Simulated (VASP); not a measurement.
# In3Se (Pm-3m) in VASP: notebook

In3Se is run at these levels: PBE; tasks: single point, relaxation of cell and atoms.

All numbers are computed with VASP 6.6.1; they aren't measurements. Logs are shortened: lines on timing, memory, paths and dates and some standing lists are left out, and cuts for length are marked.

**1. The cell of the first run**

It takes space group Pm-3m (No. 221, cubic). Conventional cell: a = 4.804 Å, b = 4.804 Å, c = 4.804 Å, α = 90.00°, β = 90.00°, γ = 90.00°. Within 4.5 Å of In (site symmetry 4/mmm) lie 8 In at 3.40 Å and 4 Se at 3.40 Å. Within 4.5 Å of Se (site symmetry m-3m) lie 12 In at 3.40 Å.

**2. Single point, PBE**

Input file INCAR:

```
SYSTEM = In3Se
ALGO = Normal ; EDIFF = 1E-6
ENCUT = 520 ; GGA = PE
ISIF = 2 ; ISMEAR = 0
LASPH = .True. ; LCHARG = .True.
LELF = .True. ; LREAL = .False.
LVHAR = .True. ; LWAVE = .False.
NBANDS = 30 ; NELM = 100
PREC = Accurate ; SIGMA = 0.1
```

Input file KPOINTS:

```
k-points
0
Gamma
  4 4 4
  0 0 0
```

Input file POSCAR:

```
In3Se
1.0
    4.8037581400      0.0000000000      0.0000000000
    0.0000000000      4.8037581400      0.0000000000
    0.0000000000      0.0000000000      4.8037581400
In Se
3 1
Direct
    0.0000000000      0.5000000000      0.5000000000
    0.5000000000      0.0000000000      0.5000000000
    0.5000000000      0.5000000000      0.0000000000
    0.0000000000      0.0000000000      0.0000000000
```

Potentials or basis: VASP PAW PBE potentials, release 64 (In_d, Se).

Started as:

```console
$ cat potpaw_PBE.64/In_d/POTCAR potpaw_PBE.64/Se/POTCAR > POTCAR
$ mpirun -np 1 vasp_std > vasp.out
```

OUTCAR:

```text
SYSTEM = In3Se
   EDIFF = 1E-6
   ENCUT = 520
   GGA = PE
   ISIF = 2
   ISMEAR = 0
   LASPH = .True.
   LREAL = .False.
   NELM = 100
   PREC = Accurate

 ion  position               nearest neighbor table
   1  0.000  0.500  0.500-   2 3.40   3 3.40   4 3.40   3 3.40   4 3.40   2 3.40   4 3.40   4 3.40
                             2 3.40   3 3.40   3 3.40   2 3.40
   2  0.500  0.000  0.500-   1 3.40   3 3.40   4 3.40   3 3.40   4 3.40   1 3.40   3 3.40   3 3.40
                             1 3.40   4 3.40   4 3.40   1 3.40
   3  0.500  0.500  0.000-   1 3.40   2 3.40   4 3.40   1 3.40   2 3.40   2 3.40   4 3.40   2 3.40
                             1 3.40   4 3.40   1 3.40   4 3.40
   4  0.000  0.000  0.000-   1 3.40   2 3.40   3 3.40   1 3.40   2 3.40   1 3.40   3 3.40   1 3.40
                             2 3.40   3 3.40   2 3.40   3 3.40

  LATTYP: Found a simple cubic cell.
 ALAT       =     4.8037581400

  Lattice vectors:

 A1 = (   4.8037581400,   0.0000000000,   0.0000000000)
 A2 = (   0.0000000000,   4.8037581400,   0.0000000000)
 A3 = (   0.0000000000,   0.0000000000,   4.8037581400)

Analysis of symmetry for initial positions (statically):
=====================================================================
 Subroutine PRICEL returns:
 Original cell was already a primitive cell.

 Routine SETGRP: Setting up the symmetry group for a
 simple cubic supercell.

 Subroutine GETGRP returns: Found 48 space group operations
 (whereof 48 operations were pure point group operations)
 out of a pool of 48 trial point group operations.

The static configuration has the point symmetry O_h .

Analysis of symmetry for dynamics (positions and initial velocities):
=====================================================================
 Subroutine PRICEL returns:
 Original cell was already a primitive cell.

 Routine SETGRP: Setting up the symmetry group for a
 simple cubic supercell.

 Subroutine GETGRP returns: Found 48 space group operations
 (whereof 48 operations were pure point group operations)
 out of a pool of 48 trial point group operations.

The dynamic configuration has the point symmetry O_h .

 Subroutine INISYM returns: Found 48 space group operations
 (whereof 48 operations are pure point group operations),
 and found     1 'primitive' translations

----------------------------------------------------------------------------------------

                                     Primitive cell

  volume of cell :     110.8520

  direct lattice vectors                    reciprocal lattice vectors
     4.803758140  0.000000000  0.000000000     0.208170347  0.000000000  0.000000000
     0.000000000  4.803758140  0.000000000     0.000000000  0.208170347  0.000000000
     0.000000000  0.000000000  4.803758140     0.000000000  0.000000000  0.208170347

  length of vectors
     4.803758140  4.803758140  4.803758140     0.208170347  0.208170347  0.208170347

  position of ions in fractional coordinates (direct lattice)
     0.000000000  0.500000000  0.500000000
     0.500000000  0.000000000  0.500000000
     0.500000000  0.500000000  0.000000000
     0.000000000  0.000000000  0.000000000

  ion indices of the primitive-cell ions
   primitive index   ion index
                 1           1
                 2           2
                 3           3
                 4           4

----------------------------------------------------------------------------------------

 KPOINTS: k-points

Automatic generation of k-mesh.
 Grid dimensions read from file:
 generate k-points for:    4    4    4

 Generating k-lattice:

  Cartesian coordinates                     Fractional coordinates (reciprocal lattice)
     0.052042587  0.000000000  0.000000000     0.250000000  0.000000000  0.000000000
     0.000000000  0.052042587  0.000000000     0.000000000  0.250000000  0.000000000
     0.000000000  0.000000000  0.052042587     0.000000000  0.000000000  0.250000000

  Length of vectors
     0.052042587  0.052042587  0.052042587

  Shift w.r.t. Gamma in fractional coordinates (k-lattice)
     0.000000000  0.000000000  0.000000000

 Subroutine IBZKPT returns following result:
 ===========================================

 Found     10 irreducible k-points:

 Following reciprocal coordinates:
            Coordinates               Weight
  0.000000  0.000000  0.000000      1.000000
  0.250000  0.000000  0.000000      6.000000
  0.500000  0.000000  0.000000      3.000000
  0.250000  0.250000  0.000000     12.000000
  0.500000  0.250000  0.000000     12.000000
  0.500000  0.500000  0.000000      3.000000
  0.250000  0.250000  0.250000      8.000000
  0.500000  0.250000  0.250000     12.000000
  0.500000  0.500000  0.250000      6.000000
  0.500000  0.500000  0.500000      1.000000
   k-points           NKPTS =     10   k-points in BZ     NKDIM =     10   number of bands    NBANDS=     30
   number of dos      NEDOS =    301   number of ions     NIONS =      4
   total plane-waves  NPLWV =  46656
   dimension x,y,z NGX =    36 NGY =   36 NGZ =   36
   dimension x,y,z NGXF=    72 NGYF=   72 NGZF=   72
   ions per type =               3   1
   NGX,Y,Z   is equivalent  to a cutoff of  12.46, 12.46, 12.46 a.u.
   NGXF,Y,Z  is equivalent  to a cutoff of  24.92, 24.92, 24.92 a.u.
 SYSTEM =  In3Se
   PREC   = accura    normal or accurate (medium, high low for compatibility)
   ISTART =      0    job   : 0-new  1-cont  2-samecut
   ICHARG =      2    charge: 1-file 2-atom 10-const
   ISPIN  =      1    spin polarized calculation?
   LNONCOLLINEAR =      F non collinear calculations
   LSORBIT =      F    spin-orbit coupling
   LASPH  =      T    aspherical Exc in radial PAW
   ENCUT  =  520.0 eV  38.22 Ry    6.18 a.u.   8.93  8.93  8.93*2*pi/ulx,y,z
   NELM   =    100;   NELMIN=  2; NELMDL= -5     # of ELM steps
   EDIFF  = 0.1E-05   stopping-criterion for ELM
   LREAL  =      F    real-space projection
   EDIFFG = 0.1E-04   stopping-criterion for IOM
   NSW    =      0    number of steps for IOM
   IBRION =     -1    ionic relax: 0-MD 1-quasi-New 2-CG
   NFREE  =      0    steps in history (QN), initial steepest desc. (CG)
   ISIF   =      2    stress and relaxation
   ISYM   =      2    0-nonsym 1-usesym 2-fastsym
   POTIM  = 0.5000    time-step for ionic-motion
   TEBEG  =    0.0;   TEEND  =   0.0 temperature during run
   PSTRESS=    0.0 pullay stress
   NELECT =      45.0000    total number of electrons
   NUPDOWN=      -1.0000    fix difference up-down
   EMIN   =  10.00;   EMAX   =-10.00  energy-range for DOS
   EFERMI =   0.00;   METHOD = LEGACY
   ISMEAR =     0;   SIGMA  =   0.10  broadening in eV -4-tet -1-fermi 0-gaus
   EFERMI_NEDOS =   21; number of points for ismear=-14 and -15
   IALGO  =     38    algorithm
   IMIX   =      4    mixing-type and parameters
     AMIX     =   0.40;   BMIX     =  1.00
     AMIX_MAG =   1.60;   BMIX_MAG =  1.00
  volume/ion in A,a.u.               =      27.71       187.02
  Fermi-wavevector in a.u.,A,eV,Ry     =   1.212173  2.290674 19.991896  1.469363
  Thomas-Fermi vector in A             =   2.347665
   LORBIT       =      0    0 simple, 1 ext, 2 COOP (PROOUT), +10 PAW based schemes
   GGA     = PE    functional components
   LHFCALC =     F    Hartree Fock is set to
   AEXX    =    0.0000 exact exchange contribution
   IVDW    =     0    specifies the selected vdW correction
   LEPSILON=     F    determine dielectric tensor
   LRPA    =     F    only Hartree local field effects (RPA)
 non-spin polarized calculation
 Gauss-broadening in eV      SIGMA  =   0.10
  energy-cutoff  :      520.00
  volume of cell :      110.85
 maximum number of plane-waves:      3016
 NGX is ok and might be reduce to    36
   NGX = 17   NGY = 17   NGZ = 17

 number of electron      45.0000024 magnetization

 Free energy of the ion-electron system (eV)
  ---------------------------------------------------
  ext. energy  EPLUGINS =         0.00000000
  ---------------------------------------------------
  free energy    TOTEN  =       -11.64618227 eV

  energy without entropy =      -11.63618704  energy(sigma->0) =      -11.64118465

 E-fermi :   6.0249     XC(G=0):  -9.7368

 val. band max:        5.9932362899   @ k =   0.5000   0.2500   0.2500
 cond. band min:       6.3248959126   @ k =   0.2500   0.2500   0.0000
 fundamental gap:      0.3316596226
 Fermi energy:         6.0248947841

 k-point     1 :       0.0000    0.0000    0.0000
  band No.  band energies     occupation
      1      -8.8403      2.00000
      2      -8.8391      2.00000
      3      -8.8391      2.00000
      4      -8.8391      2.00000
      5      -8.7225      2.00000
      6      -8.7225      2.00000
[... 22 lines left out ...]
     29      11.2306      0.00000
     30      12.8300      0.00000

 k-point     2 :       0.2500    0.0000    0.0000
  band No.  band energies     occupation
      1      -8.8306      2.00000
      2      -8.7923      2.00000
      3      -8.7857      2.00000
      4      -8.7857      2.00000
      5      -8.7164      2.00000
      6      -8.6890      2.00000
[... 22 lines left out ...]
     29      12.4871      0.00000
     30      12.5402      0.00000

 k-point     3 :       0.5000    0.0000    0.0000
  band No.  band energies     occupation
      1      -8.8214      2.00000
      2      -8.7280      2.00000
      3      -8.6957      2.00000
      4      -8.6735      2.00000
      5      -8.6735      2.00000
      6      -8.6376      2.00000
[... 22 lines left out ...]
     29      10.2316      0.00000
     30      11.7807      0.00000

 k-point     4 :       0.2500    0.2500    0.0000
  band No.  band energies     occupation
      1      -8.7931      2.00000
      2      -8.7831      2.00000
      3      -8.7625      2.00000
      4      -8.7347      2.00000
      5      -8.7003      2.00000
      6      -8.6619      2.00000
[... 154 lines left out ...]
     29      11.8217      0.00000
     30      12.0729      0.00000

 k-point     9 :       0.5000    0.5000    0.2500
  band No.  band energies     occupation
      1      -8.7818      2.00000
      2      -8.7383      2.00000
      3      -8.7383      2.00000
      4      -8.7266      2.00000
      5      -8.7020      2.00000
      6      -8.7020      2.00000
[... 22 lines left out ...]
     29      12.0530      0.00000
     30      13.6498      0.00000

 k-point    10 :       0.5000    0.5000    0.5000
  band No.  band energies     occupation
      1      -8.8359      2.00000
      2      -8.7497      2.00000
      3      -8.7497      2.00000
      4      -8.7497      2.00000
      5      -8.7260      2.00000
      6      -8.7260      2.00000
[... 22 lines left out ...]
     29      13.9142      0.00000
     30      14.2746      0.00000

------------------------ aborting loop because EDIFF is reached ----------------------------------------

  FORCE on cell =-STRESS in cart. coord.  units (eV):
  Direction    XX          YY          ZZ          XY          YZ          ZX
  --------------------------------------------------------------------------------------
  -------------------------------------------------------------------------------------
  Total       -0.1022639     -0.1022639     -0.1022639     -0.0000000     -0.0000000      0.0000000
  in kB       -1.4780511     -1.4780511     -1.4780511     -0.0000000     -0.0000000      0.0000000
  external PRESSURE =      -1.4780511 kB  Pullay stress =       0.0000000 kB

 VOLUME and BASIS-vectors are now :
 -----------------------------------------------------------------------------
  energy-cutoff  :      520.00
  volume of cell :      110.85
      direct lattice vectors                 reciprocal lattice vectors
     4.803758140  0.000000000  0.000000000     0.208170347  0.000000000  0.000000000
     0.000000000  4.803758140  0.000000000     0.000000000  0.208170347  0.000000000
     0.000000000  0.000000000  4.803758140     0.000000000  0.000000000  0.208170347

 POSITION                                       TOTAL-FORCE (eV/Angst)
 -----------------------------------------------------------------------------------
      0.00000      2.40188      2.40188         0.000000      0.000000      0.000000
      2.40188      0.00000      2.40188         0.000000      0.000000      0.000000
      2.40188      2.40188      0.00000         0.000000      0.000000      0.000000
      0.00000      0.00000      0.00000         0.000000      0.000000      0.000000
 -----------------------------------------------------------------------------------
    total drift:                                0.000000      0.000000      0.000000

  FREE ENERGIE OF THE ION-ELECTRON SYSTEM (eV)
  ---------------------------------------------------
  free  energy   TOTEN  =       -11.6461822656 eV

  energy  without entropy=      -11.6361870421  energy(sigma->0) =      -11.64118465
```

Wall time 12 s (1 thread of Intel Xeon 6975P-C (Granite Rapids), shared host); peak memory 0.2 GiB.

What came out:

```yaml
Free_energy: -11.6462 eV
Pressure: -0.1 GPa
Band_gap_on_the_k_mesh: zero (an odd number of electrons rules out a gap without spin polarisation)
```

Levels at points of the mesh, in eV from the Fermi level:
```tsv
k point	band 21	band 22	band 23	band 24	band 25	band 26
(0.00, 0.00, 0.00)	-2.30	-2.30	1.07	1.07	1.07	4.12
(0.50, 0.00, 0.00)	-1.75	-1.09	-0.16	-0.16	1.35	3.62
(0.50, 0.50, 0.00)	-0.90	-0.75	-0.75	1.31	1.72	1.72
(0.50, 0.50, 0.50)	-4.19	-4.19	-3.26	2.96	2.96	2.96
```

Caveat: spin-orbit coupling is left out, which moves the levels of the heavy elements.

**3. Single point, PBE**

This run uses another cell than the first one, of 27.48 Å³/atom.

Input file INCAR:

```
  PREC = Accurate
  ENCUT = 520
  EDIFF = 1E-6
  ISMEAR = 0
  SIGMA = 0.1
  LREAL = F
  LASPH = T
  NELM = 60
  ALGO = Normal
  ISIF = 2
  LWAVE = F
  LCHARG = T
  GGA = PE
  LELF = T
  LVHAR = T
  NBANDS = 30
```

Input file KPOINTS:

```
Automatic mesh
0
Gamma
  10 10 10
```

Input file POSCAR:

```
In3Se
1.0
    4.7904425558      0.0000000000      0.0000000000
    0.0000000000      4.7904425558      0.0000000000
    0.0000000000      0.0000000000      4.7904425558
In Se
3 1
Direct
    0.0000000000      0.5000000000      0.5000000000
    0.5000000000      0.0000000000      0.5000000000
    0.5000000000      0.5000000000      0.0000000000
    0.0000000000      0.0000000000      0.0000000000
```

Potentials or basis: VASP PAW PBE potentials, release 64 (In_d, Se).

Started as:

```console
$ cat potpaw_PBE.64/In_d/POTCAR potpaw_PBE.64/Se/POTCAR > POTCAR
$ mpirun -np 1 vasp_std > vasp.out
```

Run time: 48 s. Hardware: 1 thread of Intel Xeon 6975P-C (Granite Rapids), shared host; peak memory 0.29 GiB.

Results (log left out):

| Item | Value |
| --- | --- |
| Free energy | -11.6852 eV |
| Pressure | -0.1 GPa |
| Band gap on the k mesh | zero (an odd number of electrons rules out a gap without spin polarisation) |

Levels at points of the mesh, in eV from the Fermi level:
| k point | band 20 | band 21 | band 22 | band 23 | band 24 | band 25 |
| --- | --- | --- | --- | --- | --- | --- |
| (0.00, 0.00, 0.00) | -3.25 | -2.18 | -2.18 | 1.16 | 1.16 | 1.16 |
| (0.50, 0.00, 0.00) | -2.44 | -1.63 | -1.02 | -0.07 | -0.07 | 1.43 |
| (0.50, 0.50, 0.00) | -1.94 | -0.82 | -0.67 | -0.67 | 1.43 | 1.81 |
| (0.50, 0.50, 0.50) | -4.16 | -4.16 | -4.16 | -3.19 | 3.06 | 3.06 |

Caveat: spin-orbit coupling is left out, which moves the levels of the heavy elements.

**4. Relaxation of cell and atoms, PBE**

Input file INCAR:

```
  PREC = Accurate
  ENCUT = 600
  EDIFF = 1E-6
  ISMEAR = 0
  SIGMA = 0.1
  LREAL = F
  LASPH = T
  NELM = 60
  ALGO = Normal
  ISIF = 3
  LWAVE = F
  LCHARG = F
  GGA = PE
  IBRION = 2
  NSW = 100
  EDIFFG = -0.01
```

Input file KPOINTS:

```
regular mesh
0
Gamma
  10 10 10
```

Input file POSCAR:

```
In3Se
1.0
    4.8037581400      0.0000000000      0.0000000000
    0.0000000000      4.8037581400      0.0000000000
    0.0000000000      0.0000000000      4.8037581400
In Se
3 1
Direct
    0.0000000000      0.5000000000      0.5000000000
    0.5000000000      0.0000000000      0.5000000000
    0.5000000000      0.5000000000      0.0000000000
    0.0000000000      0.0000000000      0.0000000000
```

Started as:

```console
$ cat potpaw_PBE.64/In_d/POTCAR potpaw_PBE.64/Se/POTCAR > POTCAR
$ mpirun -np 1 vasp_std > vasp.out
```

It took 1.7 min on 1 thread of Intel Xeon 6975P-C (Granite Rapids), shared host; peak memory 0.36 GiB.

Results (log left out):

| Property | Result |
| --- | --- |
| Free energy | -11.6851 eV |
| Relaxed volume | 27.50 Å³/atom |
| Relaxed cell | a = 4.792 Å, b = 4.792 Å, c = 4.792 Å, α = 90.00°, β = 90.00°, γ = 90.00° |
| Space group after relaxing (to 0.1 Å) | Pm-3m (No. 221) |
| Energy gained by relaxing | 0.2 meV/atom |
| Ionic steps | 2 |
| Pressure after relaxing | -0.1 GPa |
| Band gap on the k mesh | zero (an odd number of electrons rules out a gap without spin polarisation) |

Step by step:
```
step  energy change (eV)  largest force (eV/Å)  pressure (GPa)  volume (Å³)
   1              0.0000                0.0000           -0.30       110.85
   2             -0.0010                0.0000           -0.05       110.01
```

Final structure:
```
In Se
1.0
     4.79159    0.00000    0.00000
     0.00000    4.79159    0.00000
     0.00000    0.00000    4.79159
In Se
3 1
Direct
  0.00000 0.50000 0.50000
  0.50000 0.00000 0.50000
  0.50000 0.50000 0.00000
  0.00000 0.00000 0.00000
```

Levels at points of the mesh, in eV from the Fermi level:
| k point | band 20 | band 21 | band 22 | band 23 | band 24 | band 25 |
| --- | --- | --- | --- | --- | --- | --- |
| (0.00, 0.00, 0.00) | -3.25 | -2.18 | -2.18 | 1.16 | 1.16 | 1.16 |
| (0.50, 0.00, 0.00) | -2.43 | -1.63 | -1.02 | -0.07 | -0.07 | 1.43 |
| (0.50, 0.50, 0.00) | -1.94 | -0.82 | -0.67 | -0.67 | 1.43 | 1.81 |
| (0.50, 0.50, 0.50) | -4.15 | -4.15 | -4.15 | -3.19 | 3.05 | 3.05 |

Caveat: spin-orbit coupling is left out, which moves the levels of the heavy elements.

**5. The runs side by side**

```tsv
task	cell	k mesh	cutoff (eV)	gap on the mesh (eV)	pressure (GPa)
single point	a = 4.804 Å, 4 atoms	4 × 4 × 4	520	none	-0.1
single point	a = 4.790 Å, 4 atoms	10 × 10 × 10	520	none	-0.1
relaxation of cell and atoms	relaxed from a = 4.804 Å, 4 atoms	10 × 10 × 10	600	none	-0.1
```

Alike in all rows: level PBE; potentials or basis VASP PAW PBE potentials, release 64 (In_d, Se); no spin polarisation; smearing gaussian 0.1 eV.

Caveats: spin-orbit coupling is left out, which moves the levels of the heavy elements.

Absolute energies hang on the potentials; compare differences alone.
